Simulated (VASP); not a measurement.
# SiNi2 (P6_3/mmc) in VASP: a series of runs

SiNi2 is run at these levels: PBEsol+D3(BJ), PBEsol; tasks: single point.

Everything below comes from runs of VASP 6.6.1. Logs are shortened: lines on timing, memory, paths and dates and some standing lists are left out, and cuts for length are marked.

**1. The cell of the first run**

It takes space group P6_3/mmc (No. 194, hexagonal). Conventional cell: a = 3.800 Å, b = 3.800 Å, c = 4.797 Å, α = 90.00°, β = 90.00°, γ = 120.00°. Si (site symmetry -6m2) has 11 Ni at 2.19 to 2.50 Å within 2.9 Å. Ni (site symmetry -3m) has 8 Ni at 2.40 to 2.50 Å and 6 Si at 2.50 Å within 3.2 Å. Ni (site symmetry -6m2) has 5 Si at 2.19 to 2.40 Å and 6 Ni at 2.50 Å within 2.9 Å.

**2. Single point, PBEsol+D3(BJ)**

Contents of INCAR:

```
SYSTEM = SiNi2
PREC = Accurate
ENCUT = 520
EDIFF = 1E-6
ISMEAR = 0
SIGMA = 0.1
LREAL = .False.
LASPH = .True.
NELM = 60
ALGO = Fast
ISIF = 2
LWAVE = .False.
LCHARG = .False.
GGA = PS
IVDW = 12
NBANDS = 33
```

Contents of KPOINTS:

```
Automatic mesh
0
Gamma
  12 12 8
  0 0 0
```

Contents of POSCAR:

```
SiNi2
1.0
    3.7995650621      0.0000000000      0.0000000000
   -1.8997825310      3.2905198671      0.0000000000
    0.0000000000      0.0000000000      4.7967297496
Si Ni
2 4
Direct
    0.3333333333      0.6666666667      0.7500000000
    0.6666666667      0.3333333333      0.2500000000
    0.0000000000      0.0000000000      0.0000000000
    0.0000000000      0.0000000000      0.5000000000
    0.3333333333      0.6666666667      0.2500000000
    0.6666666667      0.3333333333      0.7500000000
```

Potentials or basis: VASP PAW PBE potentials, release 64 (Si, Ni).

Launch:

```console
> cat potpaw_PBE.64/Si/POTCAR potpaw_PBE.64/Ni/POTCAR > POTCAR
> mpirun -np 1 vasp_std > vasp.out
```

OUTCAR:

```text
SYSTEM = SiNi2
   PREC = Accurate
   ENCUT = 520
   EDIFF = 1E-6
   ISMEAR = 0
   LREAL = .False.
   LASPH = .True.
   NELM = 60
   ISIF = 2
   GGA = PS
   IVDW = 12
 IVDW          = 12

 ion  position               nearest neighbor table
   1  0.333  0.667  0.750-   6 2.19   6 2.19   6 2.19   5 2.40   5 2.40   3 2.50   4 2.50   4 2.50
                             3 2.50   4 2.50   3 2.50
   2  0.667  0.333  0.250-   5 2.19   5 2.19   5 2.19   6 2.40   6 2.40   3 2.50   4 2.50   3 2.50
                             4 2.50   3 2.50   4 2.50
   3  0.000  0.000  0.000-   4 2.40   4 2.40   1 2.50   5 2.50   6 2.50   2 2.50   1 2.50   5 2.50
                             2 2.50   6 2.50   2 2.50   6 2.50   1 2.50   5 2.50
   4  0.000  0.000  0.500-   3 2.40   3 2.40   1 2.50   5 2.50   6 2.50   2 2.50   1 2.50   5 2.50
                             2 2.50   6 2.50   2 2.50   6 2.50   1 2.50   5 2.50
   5  0.333  0.667  0.250-   2 2.19   2 2.19   2 2.19   1 2.40   1 2.40   3 2.50   4 2.50   4 2.50
                             3 2.50   4 2.50   3 2.50
   6  0.667  0.333  0.750-   1 2.19   1 2.19   1 2.19   2 2.40   2 2.40   3 2.50   4 2.50   3 2.50
                             4 2.50   3 2.50   4 2.50

  LATTYP: Found a hexagonal cell.
 ALAT       =     3.7995650621
 C/A-ratio  =     1.2624417983

  Lattice vectors:

 A1 = (   3.7995650621,   0.0000000000,   0.0000000000)
 A2 = (  -1.8997825310,   3.2905198671,   0.0000000000)
 A3 = (   0.0000000000,   0.0000000000,   4.7967297496)

Analysis of symmetry for initial positions (statically):
=====================================================================
 Subroutine PRICEL returns:
 Original cell was already a primitive cell.

 Routine SETGRP: Setting up the symmetry group for a
 hexagonal supercell.

 Subroutine GETGRP returns: Found 24 space group operations
 (whereof 12 operations were pure point group operations)
 out of a pool of 24 trial point group operations.

The static configuration has the point symmetry D_3d.
 The point group associated with its full space group is D_6h.

Analysis of symmetry for dynamics (positions and initial velocities):
=====================================================================
 Subroutine PRICEL returns:
 Original cell was already a primitive cell.

 Routine SETGRP: Setting up the symmetry group for a
 hexagonal supercell.

 Subroutine GETGRP returns: Found 24 space group operations
 (whereof 12 operations were pure point group operations)
 out of a pool of 24 trial point group operations.

The dynamic configuration has the point symmetry D_3d.
 The point group associated with its full space group is D_6h.

 Subroutine INISYM returns: Found 24 space group operations
 (whereof 12 operations are pure point group operations),
 and found     1 'primitive' translations

----------------------------------------------------------------------------------------

                                     Primitive cell

  volume of cell :      59.9713

  direct lattice vectors                    reciprocal lattice vectors
     3.799565062  0.000000000  0.000000000     0.263188019  0.151951673  0.000000000
    -1.899782531  3.290519867  0.000000000     0.000000000  0.303903347  0.000000000
     0.000000000  0.000000000  4.796729750     0.000000000  0.000000000  0.208475368

  length of vectors
     3.799565062  3.799565062  4.796729750     0.303903347  0.303903347  0.208475368

  position of ions in fractional coordinates (direct lattice)
     0.333333333  0.666666667  0.750000000
     0.666666667  0.333333333  0.250000000
     0.000000000  0.000000000  0.000000000
     0.000000000  0.000000000  0.500000000
     0.333333333  0.666666667  0.250000000
     0.666666667  0.333333333  0.750000000

  ion indices of the primitive-cell ions
   primitive index   ion index
                 1           1
                 2           2
                 3           3
                 4           4
                 5           5
                 6           6

[... 60 lines left out ...]
  band No.  band energies     occupation
      1      -0.8541      2.00000
      2       3.8658      2.00000
      3       5.4774      2.00000
      4       6.7711      2.00000
      5       6.8236      2.00000
      6       7.6783      2.00000
[... 25 lines left out ...]
     32      19.0590      0.00000
     33      20.3904      0.00000

 k-point     3 :       0.1667    0.0000    0.0000
  band No.  band energies     occupation
      1      -0.5710      2.00000
      2       3.8784      2.00000
      3       5.6653      2.00000
      4       6.7021      2.00000
      5       6.9744      2.00000
      6       7.2546      2.00000
[... 25 lines left out ...]
     32      19.5384      0.00000
     33      20.0352      0.00000

 k-point     4 :       0.2500    0.0000    0.0000
  band No.  band energies     occupation
      1      -0.1099      2.00000
      2       3.8299      2.00000
      3       5.9618      2.00000
      4       6.2560      2.00000
      5       7.0650      2.00000
      6       7.2162      2.00000
[... 25 lines left out ...]
     32      19.3436      0.00000
     33      19.5687      0.00000

 k-point     5 :       0.3333    0.0000    0.0000
  band No.  band energies     occupation
      1       0.5086      2.00000
      2       3.5961      2.00000
      3       5.6060      2.00000
      4       6.3357      2.00000
      5       7.1614      2.00000
      6       7.5320      2.00000
[... 604 lines left out ...]
 k-point    22 :       0.1667    0.0000    0.1250
  band No.  band energies     occupation
      1      -0.4708      2.00000
      2       3.4716      2.00000
      3       5.8106      2.00000
      4       6.8851      2.00000
      5       6.9925      2.00000
      6       7.2454      2.00000
[... 25 lines left out ...]
     32      19.1745      0.00000
     33      20.1785      0.00000

 k-point    23 :       0.2500    0.0000    0.1250
  band No.  band energies     occupation
      1      -0.0119      2.00000
      2       3.5822      2.00000
      3       5.6910      2.00000
      4       6.5427      2.00000
      5       7.2304      2.00000
      6       7.2314      2.00000
[... 25 lines left out ...]
     32      19.4805      0.00000
     33      20.2065      0.00000

 k-point    24 :       0.3333    0.0000    0.1250
  band No.  band energies     occupation
      1       0.6031      2.00000
      2       3.5264      2.00000
      3       5.3606      2.00000
      4       6.2949      2.00000
      5       7.4515      2.00000
      6       7.5396      2.00000
[... 25 lines left out ...]
     32      20.0710      0.00000
     33      21.0643      0.00000

 [... further k-points ...]

------------------------ aborting loop because EDIFF is reached ----------------------------------------

 Edisp (eV)   -2.89474

 E8    (eV) :    -1.8749

  FORCE on cell =-STRESS in cart. coord.  units (eV):
  Direction    XX          YY          ZZ          XY          YZ          ZX
  --------------------------------------------------------------------------------------
  -------------------------------------------------------------------------------------
  Total       3.14698     3.14698     3.04358     0.00000    -0.00000     0.00000
  in kB      84.07378    84.07378    81.31144     0.00000    -0.00000     0.00000
  external pressure =       83.15 kB  Pullay stress =        0.00 kB

 VOLUME and BASIS-vectors are now :
 -----------------------------------------------------------------------------
  energy-cutoff  :      520.00
  volume of cell :       59.97
      direct lattice vectors                 reciprocal lattice vectors
     3.799565062  0.000000000  0.000000000     0.263188019  0.151951673  0.000000000
    -1.899782531  3.290519867  0.000000000     0.000000000  0.303903347  0.000000000
     0.000000000  0.000000000  4.796729750     0.000000000  0.000000000  0.208475368

 POSITION                                       TOTAL-FORCE (eV/Angst)
 -----------------------------------------------------------------------------------
     -0.00000      2.19368      3.59755        -0.000000      0.000000      0.000000
      1.89978      1.09684      1.19918         0.000000     -0.000000      0.000000
      0.00000      0.00000      0.00000         0.000000      0.000000      0.000000
      0.00000      0.00000      2.39836         0.000000      0.000000      0.000000
     -0.00000      2.19368      1.19918         0.000000      0.000000      0.000000
      1.89978      1.09684      3.59755        -0.000000      0.000000      0.000000
 -----------------------------------------------------------------------------------
    total drift:                                0.000000     -0.000000      0.000000

  FREE ENERGIE OF THE ION-ELECTRON SYSTEM (eV)
  ---------------------------------------------------
  free  energy   TOTEN  =       -42.2761796863 eV

  energy  without entropy=      -42.2600170299  energy(sigma->0) =      -42.26809836
```

It took 4 min on 1 thread of Intel Xeon Platinum 8259CL at 2.50GHz (Skylake/Cascade Lake), shared host; peak memory 0.29 GiB.

Results:

- Free energy: -42.2762 eV
- Pressure: 8.3 GPa
- Band gap on the k mesh: zero (bands 24 and 25 overlap by 3.64 eV)
- Dispersion energy per atom: -0.482 eV

Stress tensor (GPa, compression positive):
```
8.41 0.00 0.00
0.00 8.41 0.00
0.00 0.00 8.13
```

Caveat: the cell stands under pressure; the PAW data sets were made with another functional, which shifts forces and pressure a little. Spin polarisation is off, so any magnetic state and its effect on volume and gap are missing.

**3. Single point, PBEsol**

This run uses another cell than the first one, of 10.02 Å³/atom.

Changes to INCAR since step 2:

```diff
@@ -8,3 +8,3 @@
 LASPH = .True.
-NELM = 60
+NELM = 100
 ALGO = Fast
@@ -14,3 +14,2 @@
 GGA = PS
-IVDW = 12
 NBANDS = 33
```

Contents of KPOINTS:

```
regular mesh
0
Gamma
  12 12 8
  0 0 0
```

Changes to POSCAR since step 2:

```diff
@@ -2,5 +2,5 @@
 1.0
-    3.7995650621      0.0000000000      0.0000000000
-   -1.8997825310      3.2905198671      0.0000000000
-    0.0000000000      0.0000000000      4.7967297496
+    3.8025704913      0.0000000000      0.0000000000
+   -1.9012852456      3.2931226452      0.0000000000
+    0.0000000000      0.0000000000      4.8017928606
 Si Ni
```

Potentials or basis: VASP PAW PBE potentials, release 64 (Si, Ni).

Launch:

```console
> cat potpaw_PBE.64/Si/POTCAR potpaw_PBE.64/Ni/POTCAR > POTCAR
> mpirun -np 1 vasp_std > vasp.out
```

It took 4.3 min on 1 thread of Intel Xeon Platinum 8259CL at 2.50GHz (Skylake/Cascade Lake), shared host; peak memory 0.27 GiB.

Results (log left out):

| Quantity | Value |
| --- | --- |
| Free energy | -39.3968 eV |
| Pressure | 15.3 GPa |
| Band gap on the k mesh | zero (bands 24 and 25 overlap by 3.63 eV) |

Stress tensor (GPa, compression positive):
```
15.38  0.00  0.00
 0.00 15.38  0.00
 0.00  0.00 15.12
```

Levels at points of the mesh, in eV from the Fermi level:
| k point | band 22 | band 23 | band 24 | band 25 | band 26 | band 27 |
| --- | --- | --- | --- | --- | --- | --- |
| (0.00, 0.00, 0.00) | -0.70 | 0.17 | 2.78 | 2.78 | 2.99 | 3.02 |
| (0.50, 0.00, 0.00) | -1.35 | -1.13 | -0.76 | -0.60 | 1.44 | 1.97 |
| (0.00, 0.00, 0.50) | -1.39 | 2.51 | 2.51 | 3.46 | 3.46 | 3.46 |
| (0.50, 0.00, 0.50) | -1.41 | -1.00 | -1.00 | 1.02 | 1.02 | 3.17 |

Caveat: the cell stands under pressure; the PAW data sets were made with another functional, which shifts forces and pressure a little. Spin polarisation is off, so any magnetic state and its effect on volume and gap are missing.

**4. Single point, PBEsol**

This run uses another cell than the first one, of 10.28 Å³/atom.

Contents of INCAR:

```
SYSTEM = SiNi2
ALGO     = Fast           ! electronic algorithm
EDIFF    = 1E-6           ! SCF threshold, eV
ENCUT    = 520            ! plane-wave cutoff, eV
GGA      = PS             ! functional
ISIF     = 2              ! what is computed and relaxed
ISMEAR   = 0              ! smearing method
LASPH    = .TRUE.         ! aspherical terms in the spheres
LCHARG   = .FALSE.        ! write CHGCAR
LREAL    = .FALSE.        ! projectors in reciprocal space
LWAVE    = .FALSE.        ! write WAVECAR
NBANDS   = 33             ! bands
NELM     = 100            ! most SCF steps
PREC     = Accurate       ! precision mode
SIGMA    = 0.1            ! smearing width, eV
```

Contents of KPOINTS:

```
k-points
0
G
  12 12 8
  0 0 0
```

Changes to POSCAR since step 3:

```diff
@@ -2,5 +2,5 @@
 1.0
-    3.8025704913      0.0000000000      0.0000000000
-   -1.9012852456      3.2931226452      0.0000000000
-    0.0000000000      0.0000000000      4.8017928606
+    3.8312733824      0.0000000000      0.0000000000
+   -1.9156366912      3.3179800780      0.0000000000
+    0.0000000000      0.0000000000      4.8504874062
 Si Ni
```

Launch:

```console
> cat potpaw_PBE.64/Si/POTCAR potpaw_PBE.64/Ni/POTCAR > POTCAR
> mpirun -np 1 vasp_std > vasp.out
```

It took 3.9 min on 1 thread of Intel Xeon Platinum 8259CL at 2.50GHz (Skylake/Cascade Lake), shared host; peak memory 0.27 GiB.

It converged, with:

| Item | Value |
| --- | --- |
| Free energy | -39.5078 eV |
| Pressure | 8.3 GPa |
| Band gap on the k mesh | zero (bands 24 and 25 overlap by 3.52 eV) |

Stress tensor (GPa, compression positive):
```
8.40 0.00 0.00
0.00 8.40 0.00
0.00 0.00 8.16
```

Levels at points of the mesh, in eV from the Fermi level:
```tsv
k point	band 20	band 21	band 22	band 23	band 24	band 25	band 26	band 27	band 28	band 29
(0.00, 0.00, 0.00)	-1.35	-0.68	-0.68	0.16	2.76	2.76	2.88	2.96	2.96	3.39
(0.50, 0.00, 0.00)	-1.60	-1.43	-1.30	-1.09	-0.74	-0.59	1.34	1.92	3.11	3.92
(0.00, 0.00, 0.50)	-1.34	-1.34	-1.34	2.38	2.38	3.40	3.40	3.40	3.41	4.34
(0.50, 0.00, 0.50)	-1.83	-1.36	-1.36	-0.97	-0.97	1.00	1.00	3.07	3.07	5.95
```

Caveat: the cell stands under pressure; the PAW data sets were made with another functional, which shifts forces and pressure a little.

**5. Single point, PBEsol**

This run uses another cell than the first one, of 10.48 Å³/atom.

Contents of INCAR:

```
SYSTEM = SiNi2
PREC = Accurate ; ENCUT = 520
EDIFF = 1E-6 ; ISMEAR = 0
SIGMA = 0.1 ; LREAL = .FALSE.
LASPH = .TRUE. ; NELM = 80
ALGO = Fast ; ISIF = 2
LWAVE = .FALSE. ; LCHARG = .FALSE.
GGA = PS ; NBANDS = 33
```

Contents of KPOINTS:

```
Automatic mesh
0
G
  12 12 8
  0 0 0
```

Changes to POSCAR since step 4:

```diff
@@ -2,5 +2,5 @@
 1.0
-    3.8312733824      0.0000000000      0.0000000000
-   -1.9156366912      3.3179800780      0.0000000000
-    0.0000000000      0.0000000000      4.8504874062
+    3.8533487480      0.0000000000      0.0000000000
+   -1.9266743740      3.3370979054      0.0000000000
+    0.0000000000      0.0000000000      4.8909888012
 Si Ni
```

Launch:

```console
> cat potpaw_PBE.64/Si/POTCAR potpaw_PBE.64/Ni/POTCAR > POTCAR
> mpirun -np 1 vasp_std > vasp.out
```

It took 4.6 min on 1 thread of Intel Xeon Platinum 8259CL at 2.50GHz (Skylake/Cascade Lake), shared host; peak memory 0.28 GiB.

The run converged. Its results:

```
Free energy            : -39.5515 eV
Pressure               : 3.4 GPa
Band gap on the k mesh : zero (bands 24 and 25 overlap by 3.44 eV)
```

Stress tensor (GPa, compression positive):
```
3.46 0.00 0.00
0.00 3.46 0.00
0.00 0.00 3.14
```

Levels at points of the mesh, in eV from the Fermi level:
| k point | band 20 | band 21 | band 22 | band 23 | band 24 | band 25 | band 26 | band 27 | band 28 | band 29 |
| --- | --- | --- | --- | --- | --- | --- | --- | --- | --- | --- |
| (0.00, 0.00, 0.00) | -1.32 | -0.66 | -0.66 | 0.14 | 2.76 | 2.76 | 2.80 | 2.91 | 2.91 | 3.34 |
| (0.50, 0.00, 0.00) | -1.56 | -1.40 | -1.27 | -1.06 | -0.72 | -0.58 | 1.26 | 1.89 | 3.05 | 3.83 |
| (0.00, 0.00, 0.50) | -1.31 | -1.31 | -1.31 | 2.29 | 2.29 | 3.36 | 3.36 | 3.36 | 3.36 | 4.28 |
| (0.50, 0.00, 0.50) | -1.78 | -1.32 | -1.32 | -0.95 | -0.95 | 0.98 | 0.98 | 3.00 | 3.00 | 5.85 |

Caveat: the cell stands under pressure; the PAW data sets were made with another functional, which shifts forces and pressure a little. Spin polarisation is off, so any magnetic state and its effect on volume and gap are missing.

**6. Single point, PBEsol**

This run uses another cell than the first one, of 10.77 Å³/atom.

Contents of INCAR:

```
PREC = Accurate
ENCUT = 520
EDIFF = 1E-6
ISMEAR = 0
SIGMA = 0.1
LREAL = False
LASPH = True
NELM = 100
ALGO = Fast
ISIF = 2
LWAVE = False
LCHARG = False
GGA = PS
NBANDS = 33
```

Contents of KPOINTS:

```
Automatic mesh
0
Gamma
  12 12 8
```

Changes to POSCAR since step 5:

```diff
@@ -2,5 +2,5 @@
 1.0
-    3.8533487480      0.0000000000      0.0000000000
-   -1.9266743740      3.3370979054      0.0000000000
-    0.0000000000      0.0000000000      4.8909888012
+    3.8839964814      0.0000000000      0.0000000000
+   -1.9419982407      3.3636396211      0.0000000000
+    0.0000000000      0.0000000000      4.9447717391
 Si Ni
```

Potentials or basis: VASP PAW PBE potentials, release 64 (Si, Ni).

Launch:

```console
> cat potpaw_PBE.64/Si/POTCAR potpaw_PBE.64/Ni/POTCAR > POTCAR
> mpirun -np 1 vasp_std > vasp.out
```

Run time: 6 min. Hardware: 1 thread of Intel Xeon Platinum 8259CL at 2.50GHz (Skylake/Cascade Lake), shared host; peak memory 0.29 GiB.

Results (log left out):

* Free energy: -39.5531 eV
* Pressure: -2.7 GPa
* Band gap on the k mesh: zero (bands 24 and 25 overlap by 3.32 eV)

Stress tensor (GPa, compression positive):
```
-2.63  0.00  0.00
 0.00 -2.63  0.00
 0.00  0.00 -2.83
```

Levels at points of the mesh, in eV from the Fermi level:
```tsv
k point	band 21	band 22	band 23	band 24	band 25	band 26	band 27	band 28
(0.00, 0.00, 0.00)	-0.64	-0.64	0.13	2.70	2.74	2.74	2.85	2.85
(0.50, 0.00, 0.00)	-1.35	-1.22	-1.02	-0.70	-0.56	1.16	1.84	2.97
(0.00, 0.00, 0.50)	-1.26	-1.26	2.16	2.16	3.29	3.29	3.29	3.30
(0.50, 0.00, 0.50)	-1.27	-1.27	-0.92	-0.92	0.95	0.95	2.91	2.91
```

Caveat: the PAW data sets were made with another functional, which shifts forces and pressure a little.

**7. The runs side by side**

| level | cell | gap on the mesh (eV) | pressure (GPa) |
| --- | --- | --- | --- |
| PBEsol+D3(BJ) | a = 3.800, b = 3.800, c = 4.797 Å, angles 90.0, 90.0, 120.0°, 6 atoms | none | 8.3 |
| PBEsol | a = 3.803, b = 3.803, c = 4.802 Å, angles 90.0, 90.0, 120.0°, 6 atoms | none | 15.3 |
| PBEsol | a = 3.831, b = 3.831, c = 4.850 Å, angles 90.0, 90.0, 120.0°, 6 atoms | none | 8.3 |
| PBEsol | a = 3.853, b = 3.853, c = 4.891 Å, angles 90.0, 90.0, 120.0°, 6 atoms | none | 3.4 |
| PBEsol | a = 3.884, b = 3.884, c = 4.945 Å, angles 90.0, 90.0, 120.0°, 6 atoms | none | -2.7 |

Alike in all rows: task single point; potentials or basis VASP PAW PBE potentials, release 64 (Si, Ni); no spin polarisation; k mesh 12 × 12 × 8; cutoff (eV) 520; smearing gaussian 0.1 eV.

Caveats: the PAW data sets were made with another functional, which shifts forces and pressure a little; the cell stands under pressure (at least some runs).

Absolute energies hang on the potentials; compare differences alone.
